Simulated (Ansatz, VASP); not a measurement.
Two plane-wave programs on TiO2

```xyz
6
Lattice="4.5976 0.0000 0.0000 0.0000 4.5976 0.0000 0.0000 0.0000 2.9541" Properties=species:S:1:pos:R:3 pbc="T T T"
Ti    0.0000    0.0000    0.0000
Ti    2.2988    2.2988    1.4771
O     1.4006    1.4006    0.0000
O     0.8982    3.6993    1.4771
O     3.1970    3.1970    0.0000
O     3.6993    0.8982    1.4771
```

Alike in both runs: functional r2SCAN; k mesh 6 × 6 × 10; occupations gaussian, width 0.02 eV; no spin polarisation.

Ansatz relaxed the structure, and its values are those at the end. VASP's run is a single point on that final structure, the one shown.

|  | VASP | Ansatz |
| --- | --- | --- |
| version | VASP 6.6.1 | Ansatz 0.2.0 |
| potentials or method | VASP PAW PBE potentials, release 64 (Ti_sv, O), cutoff 520 eV | scalar-relativistic, plane waves, PAW |
| valence electrons in the cell | 48 | 48 |

|  | VASP | Ansatz | Ansatz less VASP |
| --- | --- | --- | --- |
| gap on the k mesh at the Fermi level (eV) | 2.23 | 2.23 | -0.003 |
| least direct gap on the mesh (eV) | 2.23 | 2.23 | -0.003 |
| pressure (GPa) | 1.2 | 0.0 | -1.15 |
| rms of the force components (eV/Å) | 0.016 | 0.001 | -0.0146 |

VASP's potentials were made for PBE, not for r2SCAN. The functional is the same, so the differences come from potentials, cutoffs and numerics.
